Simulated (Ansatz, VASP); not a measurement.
## SrO: VASP beside Ansatz

POSCAR

```
SrO
1.0
    0.0000000000      2.5798923266      2.5798923266
    2.5798923266      0.0000000000      2.5798923266
    2.5798923266      2.5798923266      0.0000000000
Sr O
1 1
Direct
    0.0000000000      0.0000000000      0.0000000000
    0.5000000000      0.5000000000      0.5000000000
```

Contents of INCAR.step1:

```
SYSTEM = SrO
ALGO = Normal
EDIFF = 1E-5
ENCUT = 520
GGA = PE
ISIF = 2
ISMEAR = 0
LASPH = .True.
LCHARG = .False.
LREAL = .False.
LWAVE = .True.
NBANDS = 15
NELM = 60
PREC = Accurate
SIGMA = 0.01
```

File INCAR.step2:

```
SYSTEM = SrO
AEXX = 0.1
ALGO = Normal
EDIFF = 1E-7
ENCUT = 520
GGA = PE
HFSCREEN = 0.3
ISIF = 2
ISMEAR = 0
ISTART = 1
LASPH = .True.
LCHARG = .False.
LHFCALC = .True.
LREAL = .False.
LWAVE = .False.
NBANDS = 15
NELM = 60
PREC = Accurate
PRECFOCK = Normal
SIGMA = 0.01
```

Contents of KPOINTS:

```
k-points
0
Gamma
  4 4 4
  0 0 0
```

Input for Ansatz:

```yaml
crystal:
  lattice:
    - [0.0, 2.5798923266, 2.5798923266]
    - [2.5798923266, 0.0, 2.5798923266]
    - [2.5798923266, 2.5798923266, 0.0]
  atoms:
    - { symbol: Sr, position: [0.0, 0.0, 0.0] }
    - { symbol: O, position: [0.5, 0.5, 0.5] }
kpoints:
  mp_grid: { grid: [4, 4, 4] }
hamiltonian:
  xc: { exchange: pbe, correlation: pbe, exx: { coeff: 0.1, omega: 0.3 } }
scf:
  occupations: { method: fixed }
  n_extra_bands: 4
output:
  forces: true
  stress: true
  eigenvalues: true
```

Alike in both runs: task single point; functional PBE-based screened hybrid; k mesh 4 × 4 × 4; no spin polarisation.

|  | VASP | Ansatz |
| --- | --- | --- |
| version | VASP 6.6.1 | Ansatz 0.2.0 |
| potentials or method | VASP PAW PBE potentials, release 64 (Sr_sv, O) | plane waves |
| plane-wave cutoff (eV) | 520 | 420 |
| occupations | gaussian, width 0.01 eV | fixed |
| valence electrons in the cell | 16 | 16 |

Ansatz gave:

```
gap on the k mesh at the Fermi level (eV) : 3.80
pressure (GPa)                            : 1.0
```

Q: Which values does VASP return?

A: gap on the k mesh at the Fermi level (eV): 3.75; pressure (GPa): 1.5.

VASP's potentials were made for PBE, not for PBE-based screened hybrid. Ansatz's warnings: stress exchange threshold loose, stress scf threshold loose.

The k mesh is coarse, so the values compare programs but aren't converged.
